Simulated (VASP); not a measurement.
The system is Ca.

```
Ca
1.0
     0.00000    2.76240    2.76240
     2.76240    0.00000    2.76240
     2.76240    2.76240    0.00000
Ca
1
Direct
  0.00000 0.00000 0.00000
```

```yaml
Program: VASP 6.6.1
Task: relaxation of cell and atoms
Functional: LDA
Potentials_or_basis: VASP PAW LDA potentials, release 64 (Ca_sv)
Cutoff: 600 eV
k_mesh: 14 × 14 × 14
Occupations: gaussian, width 0.1 eV
Spin: no spin polarisation
```

At the start: pressure -1.7 GPa; volume 42.16 Å³/atom.

Problem. How do energy, volume and symmetry change on relaxing?

Solution. Over 4 steps the energy falls by 23.0 meV/atom and the volume is 38.05 Å³/atom (-9.7 %); space group Fm-3m (No. 225, to 0.1 Å) before and after.

The path:
| step | energy change (eV) | largest force (eV/Å) | pressure (GPa) | volume (Å³) |
| --- | --- | --- | --- | --- |
| 1 | 0.0000 | 0.0000 | -1.67 | 42.16 |
| 2 | -0.0197 | 0.0000 | -0.68 | 39.54 |
| 3 | -0.0229 | 0.0000 | -0.11 | 38.28 |
| 4 | -0.0230 | 0.0000 | -0.02 | 38.05 |

Final structure:
```yaml
crystal:
  lattice:
    - [0.00000, 2.66962, 2.66962]
    - [2.66962, 0.00000, 2.66962]
    - [2.66962, 2.66962, 0.00000]
  atoms:
    - { symbol: Ca, position: [0.00000, 0.00000, 0.00000] }
```
